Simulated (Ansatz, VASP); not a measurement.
**One calculation of LiCl, two programs**

```
Li Cl
1.0
     0.00000    2.56477    2.56477
     2.56477    0.00000    2.56477
     2.56477    2.56477    0.00000
Li Cl
1 1
Cartesian
  2.6660 2.5338 4.8933
  2.5146 2.6728 2.4649
```

Alike in both runs: task single point; functional PBEsol; k mesh 4 × 4 × 4; no spin polarisation.

|  | VASP | Ansatz |
| --- | --- | --- |
| version | VASP 6.6.1 | Ansatz 0.2.0 |
| potentials or method | VASP PAW PBE potentials, release 64 (Li_sv, Cl), cutoff 750 eV | plane waves, PAW |
| occupations | gaussian, width 0.01 eV | fixed |
| valence electrons in the cell | 10 | 10 |

```csv
,VASP,Ansatz,Ansatz less VASP
pressure (GPa),-0.5,-0.4,+0.02
"traceless stress, the component that is largest in VASP (GPa)",0.11,0.11,-0.002
rms of the force components (eV/Å),0.102,0.100,-0.0014
```

VASP's potentials were made for PBE, not for PBEsol. Atom by atom the forces differ by 0.001 eV/Å (rms over components). Ansatz's warnings: stress scf threshold loose.

The k mesh is coarse, so the values compare programs but aren't converged.
